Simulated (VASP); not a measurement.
# NaPbBr3 (Pm-3m) in VASP: notebook

NaPbBr3 is run at these levels: PBE, r2SCAN; tasks: single point.

Everything below comes from runs of VASP 6.6.1. Logs are shortened: lines on timing, memory, paths and dates and some standing lists are left out, and cuts for length are marked.

## Step 1: The cell of the first run

It takes space group Pm-3m (No. 221, cubic). Conventional cell: a = 5.851 Å, b = 5.851 Å, c = 5.851 Å, α = 90.00°, β = 90.00°, γ = 90.00°. Na (site symmetry m-3m) has 12 Br at 4.14 Å and 8 Pb at 5.07 Å within 5.4 Å. Pb (site symmetry m-3m) has 6 Br at 2.93 Å within 3.9 Å. Br (site symmetry 4/mmm) has 2 Pb at 2.93 Å within 3.9 Å.

## Step 2: Single point, PBE (strain -1.0%)

INCAR reads:

```
SYSTEM = NaPbBr3
ALGO = Normal ; EDIFF = 1E-7
ENCUT = 520 ; GGA = PE
ISIF = 2 ; ISMEAR = -1
LASPH = .TRUE. ; LCHARG = .TRUE.
LELF = .TRUE. ; LREAL = .FALSE.
LVHAR = .TRUE. ; LWAVE = .FALSE.
NBANDS = 29 ; NELM = 60
PREC = Accurate ; SIGMA = 0.02
```

KPOINTS reads:

```
k-points
0
G
  4 4 4
  0 0 0
```

POSCAR reads:

```
NaPbBr3
1.0
    5.8507595398      0.0000000000      0.0000000000
    0.0000000000      5.8507595398      0.0000000000
    0.0000000000      0.0000000000      5.8507595398
Na Pb Br
1 1 3
Direct
    0.0000000000      0.0000000000      0.0000000000
    0.5000000000      0.5000000000      0.5000000000
    0.5000000000      0.5000000000      0.0000000000
    0.5000000000      0.0000000000      0.5000000000
    0.0000000000      0.5000000000      0.5000000000
```

Potentials or basis: VASP PAW PBE potentials, release 64 (Na_pv, Pb_d, Br).

The run is started by

```bash
$ cat potpaw_PBE.64/Na_pv/POTCAR potpaw_PBE.64/Pb_d/POTCAR potpaw_PBE.64/Br/POTCAR > POTCAR
$ mpirun -np 1 vasp_std > vasp.out
```

OUTCAR:

```text
SYSTEM = NaPbBr3
   EDIFF = 1E-7
   ENCUT = 520
   GGA = PE
   ISIF = 2
   ISMEAR = -1
   LASPH = .TRUE.
   LREAL = .FALSE.
   NELM = 60
   PREC = Accurate

 ion  position               nearest neighbor table
   1  0.000  0.000  0.000-
   2  0.500  0.500  0.500-   3 2.93   4 2.93   5 2.93   3 2.93   4 2.93   5 2.93
   3  0.500  0.500  0.000-   2 2.93   2 2.93
   4  0.500  0.000  0.500-   2 2.93   2 2.93
   5  0.000  0.500  0.500-   2 2.93   2 2.93

  LATTYP: Found a simple cubic cell.
 ALAT       =     5.8507595398

  Lattice vectors:

 A1 = (   5.8507595398,   0.0000000000,   0.0000000000)
 A2 = (   0.0000000000,   5.8507595398,   0.0000000000)
 A3 = (   0.0000000000,   0.0000000000,   5.8507595398)

Analysis of symmetry for initial positions (statically):
=====================================================================
 Subroutine PRICEL returns:
 Original cell was already a primitive cell.

 Routine SETGRP: Setting up the symmetry group for a
 simple cubic supercell.

 Subroutine GETGRP returns: Found 48 space group operations
 (whereof 48 operations were pure point group operations)
 out of a pool of 48 trial point group operations.

The static configuration has the point symmetry O_h .

Analysis of symmetry for dynamics (positions and initial velocities):
=====================================================================
 Subroutine PRICEL returns:
 Original cell was already a primitive cell.

 Routine SETGRP: Setting up the symmetry group for a
 simple cubic supercell.

 Subroutine GETGRP returns: Found 48 space group operations
 (whereof 48 operations were pure point group operations)
 out of a pool of 48 trial point group operations.

The dynamic configuration has the point symmetry O_h .

 Subroutine INISYM returns: Found 48 space group operations
 (whereof 48 operations are pure point group operations),
 and found     1 'primitive' translations

----------------------------------------------------------------------------------------

                                     Primitive cell

  volume of cell :     200.2796

  direct lattice vectors                    reciprocal lattice vectors
     5.850759540  0.000000000  0.000000000     0.170917980  0.000000000  0.000000000
     0.000000000  5.850759540  0.000000000     0.000000000  0.170917980  0.000000000
     0.000000000  0.000000000  5.850759540     0.000000000  0.000000000  0.170917980

  length of vectors
     5.850759540  5.850759540  5.850759540     0.170917980  0.170917980  0.170917980

  position of ions in fractional coordinates (direct lattice)
     0.000000000  0.000000000  0.000000000
     0.500000000  0.500000000  0.500000000
     0.500000000  0.500000000  0.000000000
     0.500000000  0.000000000  0.500000000
     0.000000000  0.500000000  0.500000000

  ion indices of the primitive-cell ions
   primitive index   ion index
                 1           1
                 2           2
                 3           3
                 4           4
                 5           5

----------------------------------------------------------------------------------------

 KPOINTS: k-points

Automatic generation of k-mesh.
 Grid dimensions read from file:
 generate k-points for:    4    4    4

 Generating k-lattice:

  Cartesian coordinates                     Fractional coordinates (reciprocal lattice)
     0.042729495  0.000000000  0.000000000     0.250000000  0.000000000  0.000000000
     0.000000000  0.042729495  0.000000000     0.000000000  0.250000000  0.000000000
     0.000000000  0.000000000  0.042729495     0.000000000  0.000000000  0.250000000

  Length of vectors
     0.042729495  0.042729495  0.042729495

  Shift w.r.t. Gamma in fractional coordinates (k-lattice)
     0.000000000  0.000000000  0.000000000

 Subroutine IBZKPT returns following result:
 ===========================================

 Found     10 irreducible k-points:

 Following reciprocal coordinates:
            Coordinates               Weight
  0.000000  0.000000  0.000000      1.000000
  0.250000  0.000000  0.000000      6.000000
  0.500000  0.000000  0.000000      3.000000
  0.250000  0.250000  0.000000     12.000000
  0.500000  0.250000  0.000000     12.000000
  0.500000  0.500000  0.000000      3.000000
  0.250000  0.250000  0.250000      8.000000
  0.500000  0.250000  0.250000     12.000000
  0.500000  0.500000  0.250000      6.000000
  0.500000  0.500000  0.500000      1.000000
   k-points           NKPTS =     10   k-points in BZ     NKDIM =     10   number of bands    NBANDS=     29
   number of dos      NEDOS =    301   number of ions     NIONS =      5
   total plane-waves  NPLWV = 110592
   dimension x,y,z NGX =    48 NGY =   48 NGZ =   48
   dimension x,y,z NGXF=    96 NGYF=   96 NGZF=   96
   ions per type =               1   1   3
   NGX,Y,Z   is equivalent  to a cutoff of  13.64, 13.64, 13.64 a.u.
   NGXF,Y,Z  is equivalent  to a cutoff of  27.28, 27.28, 27.28 a.u.
 SYSTEM =  NaPbBr3
[... 44 lines left out ...]

 Free energy of the ion-electron system (eV)
  ---------------------------------------------------
  ext. energy  EPLUGINS =         0.00000000
  ---------------------------------------------------
  free energy    TOTEN  =       -14.69745172 eV

  energy without entropy =      -14.69745172  energy(sigma->0) =      -14.69745172

 E-fermi :   1.3392     XC(G=0):  -6.9939

 val. band max:        0.9181635137   @ k =   0.5000   0.5000   0.5000
 cond. band min:       2.3049618030   @ k =   0.0000   0.0000   0.0000
 fundamental gap:      1.3867982893
 Fermi energy:         1.3391902682

 k-point     1 :       0.0000    0.0000    0.0000
  band No.  band energies     occupation
      1     -24.8152      2.00000
      2     -24.8152      2.00000
      3     -24.8152      2.00000
      4     -16.0302      2.00000
      5     -16.0302      2.00000
      6     -15.8577      2.00000
[... 21 lines left out ...]
     28       6.9323      0.00000
     29       6.9323      0.00000

 k-point     2 :       0.2500    0.0000    0.0000
  band No.  band energies     occupation
      1     -24.8152      2.00000
      2     -24.8152      2.00000
      3     -24.8152      2.00000
      4     -16.0302      2.00000
      5     -15.9967      2.00000
      6     -15.8583      2.00000
[... 21 lines left out ...]
     28       6.8068      0.00000
     29       6.8121      0.00000

 k-point     3 :       0.5000    0.0000    0.0000
  band No.  band energies     occupation
      1     -24.8152      2.00000
      2     -24.8152      2.00000
      3     -24.8152      2.00000
      4     -16.0301      2.00000
      5     -15.9623      2.00000
      6     -15.8588      2.00000
[... 21 lines left out ...]
     28       6.4823      0.00000
     29       7.2532      0.00000

 k-point     4 :       0.2500    0.2500    0.0000
  band No.  band energies     occupation
      1     -24.8152      2.00000
      2     -24.8152      2.00000
      3     -24.8151      2.00000
      4     -16.0139      2.00000
      5     -15.9782      2.00000
      6     -15.8588      2.00000
[... 21 lines left out ...]
     28       6.5010      0.00000
     29       7.2079      0.00000

 k-point     5 :       0.5000    0.2500    0.0000
  band No.  band energies     occupation
      1     -24.8152      2.00000
      2     -24.8152      2.00000
      3     -24.8151      2.00000
      4     -16.0096      2.00000
      5     -15.9467      2.00000
      6     -15.8594      2.00000
[... 21 lines left out ...]
     28       6.1807      0.00000
     29       7.9578      0.00000
[... 62 lines left out ...]
     28       6.3041      0.00000
     29       7.6704      0.00000

 k-point     8 :       0.5000    0.2500    0.2500
  band No.  band energies     occupation
      1     -24.8152      2.00000
      2     -24.8152      2.00000
      3     -24.8152      2.00000
      4     -15.9781      2.00000
      5     -15.9412      2.00000
      6     -15.8593      2.00000
[... 21 lines left out ...]
     28       6.6751      0.00000
     29       8.3008      0.00000

 k-point     9 :       0.5000    0.5000    0.2500
  band No.  band energies     occupation
      1     -24.8152      2.00000
      2     -24.8152      2.00000
      3     -24.8152      2.00000
      4     -15.9603      2.00000
      5     -15.9207      2.00000
      6     -15.8599      2.00000
[... 21 lines left out ...]
     28       6.4552      0.00000
     29       8.0801      0.00000

 k-point    10 :       0.5000    0.5000    0.5000
  band No.  band energies     occupation
      1     -24.8152      2.00000
      2     -24.8152      2.00000
      3     -24.8152      2.00000
      4     -15.9207      2.00000
      5     -15.9207      2.00000
      6     -15.8599      2.00000
[... 21 lines left out ...]
     28       6.8362      0.00000
     29       7.7658      0.00000

------------------------ aborting loop because EDIFF is reached ----------------------------------------

  FORCE on cell =-STRESS in cart. coord.  units (eV):
  Direction    XX          YY          ZZ          XY          YZ          ZX
  --------------------------------------------------------------------------------------
  -------------------------------------------------------------------------------------
  Total        1.3961625      1.3961625      1.3961625     -0.0000000     -0.0000000      0.0000000
  in kB       11.1688847     11.1688847     11.1688847     -0.0000000     -0.0000000      0.0000000
  external PRESSURE =      11.1688847 kB  Pullay stress =       0.0000000 kB

 VOLUME and BASIS-vectors are now :
 -----------------------------------------------------------------------------
  energy-cutoff  :      520.00
  volume of cell :      200.28
      direct lattice vectors                 reciprocal lattice vectors
     5.850759540  0.000000000  0.000000000     0.170917980  0.000000000  0.000000000
     0.000000000  5.850759540  0.000000000     0.000000000  0.170917980  0.000000000
     0.000000000  0.000000000  5.850759540     0.000000000  0.000000000  0.170917980

 POSITION                                       TOTAL-FORCE (eV/Angst)
 -----------------------------------------------------------------------------------
      0.00000      0.00000      0.00000         0.000000      0.000000      0.000000
      2.92538      2.92538      2.92538         0.000000      0.000000      0.000000
      2.92538      2.92538      0.00000         0.000000      0.000000      0.000000
      2.92538      0.00000      2.92538         0.000000      0.000000      0.000000
      0.00000      2.92538      2.92538         0.000000      0.000000      0.000000
 -----------------------------------------------------------------------------------
    total drift:                                0.000000     -0.000000     -0.000000

  FREE ENERGIE OF THE ION-ELECTRON SYSTEM (eV)
  ---------------------------------------------------
  free  energy   TOTEN  =       -14.6974517214 eV

  energy  without entropy=      -14.6974517214  energy(sigma->0) =      -14.69745172
```

Wall time 55 s (1 thread of Intel Xeon Platinum 8488C (Sapphire Rapids), shared host); peak memory 0.34 GiB.

What came out:

| Item | Value |
| --- | --- |
| Free energy | -14.6975 eV |
| Pressure | 1.1 GPa |
| Band gap on the k mesh | 1.39 eV (least direct gap 1.53 eV) |

Caveat: the cell differs from its parent crystal (strain -1.0%); spin-orbit coupling is left out, which moves the levels of the heavy elements. A k mesh can miss the band edges.

## Step 3: Single point, PBE (strain +1.5%)

INCAR reads:

```
SYSTEM = NaPbBr3
  ALGO = Normal
  EDIFF = 1E-6
  ENCUT = 520
  GGA = PE
  ISIF = 2
  ISMEAR = -1
  LASPH = .TRUE.
  LCHARG = .FALSE.
  LREAL = .FALSE.
  LWAVE = .FALSE.
  NBANDS = 29
  NELM = 80
  PREC = Accurate
  SIGMA = 0.02
```

KPOINTS is that of step 2.

Changes to POSCAR since step 2:

```diff
@@ -2,5 +2,5 @@
 1.0
-    5.8507595398      0.0000000000      0.0000000000
-    0.0000000000      5.8507595398      0.0000000000
-    0.0000000000      0.0000000000      5.8507595398
+    5.9985059928      0.0000000000      0.0000000000
+    0.0000000000      5.9985059928      0.0000000000
+    0.0000000000      0.0000000000      5.9985059928
 Na Pb Br
```

Potentials or basis: VASP PAW PBE potentials, release 64 (Na_pv, Pb_d, Br).

The run is started by

```bash
$ cat potpaw_PBE.64/Na_pv/POTCAR potpaw_PBE.64/Pb_d/POTCAR potpaw_PBE.64/Br/POTCAR > POTCAR
$ mpirun -np 1 vasp_std > vasp.out
```

It took 50 s on 1 thread of Intel Xeon Platinum 8488C (Sapphire Rapids), shared host; peak memory 0.34 GiB.

Results (log left out):

| Property | Result |
| --- | --- |
| Free energy | -14.7288 eV |
| Pressure | -0.4 GPa |
| Band gap on the k mesh | 1.81 eV |

Levels at points of the mesh, in eV from the valence-band top:
| k point | band 17 | band 18 | band 19 | band 20 | band 21 | band 22 | band 23 | band 24 | band 25 | band 26 |
| --- | --- | --- | --- | --- | --- | --- | --- | --- | --- | --- |
| (0.00, 0.00, 0.00) | -1.72 | -1.72 | -1.71 | -1.71 | -1.71 | 1.82 | 5.79 | 5.79 | 5.84 | 5.84 |
| (0.50, 0.00, 0.00) | -1.91 | -1.81 | -1.70 | -1.70 | -1.22 | 2.69 | 2.92 | 4.05 | 5.35 | 5.35 |
| (0.50, 0.50, 0.00) | -1.91 | -1.89 | -1.89 | -1.30 | -0.60 | 2.27 | 2.27 | 3.13 | 4.94 | 5.11 |
| (0.50, 0.50, 0.50) | -1.91 | -1.30 | -1.30 | -1.30 | 0.00 | 1.81 | 1.81 | 1.81 | 2.55 | 6.11 |

Caveat: the cell differs from its parent crystal (strain +1.5%); spin-orbit coupling is left out, which moves the levels of the heavy elements. A k mesh can miss the band edges.

## Step 4: Single point, r2SCAN (strain -1.0%)

Changes to POSCAR since step 3:

```diff
@@ -2,5 +2,5 @@
 1.0
-    5.9985059928      0.0000000000      0.0000000000
-    0.0000000000      5.9985059928      0.0000000000
-    0.0000000000      0.0000000000      5.9985059928
+    5.8507595398      0.0000000000      0.0000000000
+    0.0000000000      5.8507595398      0.0000000000
+    0.0000000000      0.0000000000      5.8507595398
 Na Pb Br
```

INCAR.step1 reads:

```
PREC     = Accurate       # precision mode
ENCUT    = 520            # plane-wave cutoff, eV
ISMEAR   = 0              # smearing method
SIGMA    = 0.01           # smearing width, eV
LREAL    = False          # projectors in reciprocal space
LASPH    = True           # aspherical terms in the spheres
NELM     = 100            # most SCF steps
NBANDS   = 29             # bands
GGA      = PE             # functional
ALGO     = Normal         # electronic algorithm
EDIFF    = 1E-4           # SCF threshold, eV
LWAVE    = True           # write WAVECAR
LCHARG   = False          # write CHGCAR
```

INCAR.step2 reads:

```
PREC     = Accurate       # precision mode
ENCUT    = 520            # plane-wave cutoff, eV
EDIFF    = 1E-7           # SCF threshold, eV
ISMEAR   = 0              # smearing method
SIGMA    = 0.01           # smearing width, eV
LREAL    = False          # projectors in reciprocal space
LASPH    = True           # aspherical terms in the spheres
NELM     = 100            # most SCF steps
ALGO     = Normal         # electronic algorithm
ISIF     = 2              # what is computed and relaxed
LWAVE    = False          # write WAVECAR
LCHARG   = False          # write CHGCAR
METAGGA  = R2SCAN         # meta-GGA
LMIXTAU  = True         
NBANDS   = 29             # bands
ISTART   = 1
```

KPOINTS reads:

```
Automatic mesh
0
Gamma
  4 4 4
```

The run is started by

```bash
$ cat potpaw_PBE.64/Na_pv/POTCAR potpaw_PBE.64/Pb_d/POTCAR potpaw_PBE.64/Br/POTCAR > POTCAR
$ cp INCAR.step1 INCAR
$ mpirun -np 1 vasp_std > vasp.out
$ cp INCAR.step2 INCAR
$ mpirun -np 1 vasp_std > vasp.out
```

Wall time 3 min (1 thread of Intel Xeon Platinum 8488C (Sapphire Rapids), shared host); peak memory 0.39 GiB.

Results (log left out):

| Item | Value |
| --- | --- |
| Free energy | -105.2373 eV |
| Pressure | 0.7 GPa |
| Band gap on the k mesh | 1.91 eV |

Levels at points of the mesh, in eV from the valence-band top:
```tsv
k point	band 18	band 19	band 20	band 21	band 22	band 23	band 24	band 25
(0.00, 0.00, 0.00)	-2.41	-2.38	-2.38	-2.38	1.96	5.72	5.72	6.29
(0.50, 0.00, 0.00)	-2.51	-2.38	-2.38	-1.58	2.89	3.32	4.08	5.82
(0.50, 0.50, 0.00)	-2.60	-2.53	-1.92	-0.77	2.43	2.43	3.60	5.25
(0.50, 0.50, 0.50)	-1.91	-1.91	-1.91	0.00	1.91	1.91	1.91	2.80
```

Caveat: the cell differs from its parent crystal (strain -1.0%); the PAW data sets were made with another functional, which shifts forces and pressure a little; spin-orbit coupling is left out, which moves the levels of the heavy elements.

## Step 5: Single point, r2SCAN (strain +1.5%)

Changes to POSCAR since step 4:

```diff
@@ -2,5 +2,5 @@
 1.0
-    5.8507595398      0.0000000000      0.0000000000
-    0.0000000000      5.8507595398      0.0000000000
-    0.0000000000      0.0000000000      5.8507595398
+    5.9985059928      0.0000000000      0.0000000000
+    0.0000000000      5.9985059928      0.0000000000
+    0.0000000000      0.0000000000      5.9985059928
 Na Pb Br
```

INCAR.step1 reads:

```
  ALGO = Normal
  EDIFF = 1E-4
  ENCUT = 520
  GGA = PE
  ISMEAR = 0
  LASPH = T
  LCHARG = F
  LREAL = F
  LWAVE = T
  NBANDS = 29
  NELM = 100
  PREC = Accurate
  SIGMA = 0.01
```

INCAR.step2 reads:

```
  ALGO = Normal
  EDIFF = 1E-6
  ENCUT = 520
  ISIF = 2
  ISMEAR = 0
  ISTART = 1
  LASPH = T
  LCHARG = F
  LMIXTAU = T
  LREAL = F
  LWAVE = F
  METAGGA = R2SCAN
  NBANDS = 29
  NELM = 100
  PREC = Accurate
  SIGMA = 0.01
```

KPOINTS reads:

```
k-points
0
Gamma
  4 4 4
```

The run is started by

```bash
$ cat potpaw_PBE.64/Na_pv/POTCAR potpaw_PBE.64/Pb_d/POTCAR potpaw_PBE.64/Br/POTCAR > POTCAR
$ cp INCAR.step1 INCAR
$ mpirun -np 1 vasp_std > vasp.out
$ cp INCAR.step2 INCAR
$ mpirun -np 1 vasp_std > vasp.out
```

It took 2.7 min on 1 thread of Intel Xeon Platinum 8488C (Sapphire Rapids), shared host; peak memory 0.39 GiB.

It converged, with:

| Item | Value |
| --- | --- |
| Free energy | -105.2264 eV |
| Pressure | -0.8 GPa |
| Band gap on the k mesh | 2.20 eV |

Levels at points of the mesh, in eV from the valence-band top:
| k point | band 17 | band 18 | band 19 | band 20 | band 21 | band 22 | band 23 | band 24 | band 25 | band 26 |
| --- | --- | --- | --- | --- | --- | --- | --- | --- | --- | --- |
| (0.00, 0.00, 0.00) | -1.86 | -1.86 | -1.84 | -1.84 | -1.84 | 2.44 | 6.20 | 6.20 | 6.30 | 6.30 |
| (0.50, 0.00, 0.00) | -2.04 | -1.94 | -1.84 | -1.84 | -1.30 | 3.08 | 3.65 | 4.52 | 5.79 | 5.79 |
| (0.50, 0.50, 0.00) | -2.05 | -2.03 | -2.03 | -1.43 | -0.63 | 2.65 | 2.65 | 3.94 | 5.35 | 5.61 |
| (0.50, 0.50, 0.50) | -2.05 | -1.43 | -1.43 | -1.43 | 0.00 | 2.20 | 2.20 | 2.20 | 3.28 | 6.68 |

Caveat: the cell differs from its parent crystal (strain +1.5%); the PAW data sets were made with another functional, which shifts forces and pressure a little; spin-orbit coupling is left out, which moves the levels of the heavy elements. A k mesh can miss the band edges.

## Step 6: The runs side by side

| level | cell | smearing | gap on the mesh (eV) | pressure (GPa) |
| --- | --- | --- | --- | --- |
| PBE | a = 5.851 Å, 5 atoms | fermi-dirac 0.02 eV | 1.39 | 1.1 |
| PBE | a = 5.999 Å, 5 atoms | fermi-dirac 0.02 eV | 1.81 | -0.4 |
| r2SCAN | a = 5.851 Å, 5 atoms | gaussian 0.01 eV | 1.91 | 0.7 |
| r2SCAN | a = 5.999 Å, 5 atoms | gaussian 0.01 eV | 2.20 | -0.8 |

Alike in all rows: task single point; potentials or basis VASP PAW PBE potentials, release 64 (Na_pv, Pb_d, Br); no spin polarisation; k mesh 4 × 4 × 4; cutoff (eV) 520.

Caveats: spin-orbit coupling is left out, which moves the levels of the heavy elements; the PAW data sets were made with another functional, which shifts forces and pressure a little (at least some runs).

Absolute energies hang on the potentials; compare differences alone.
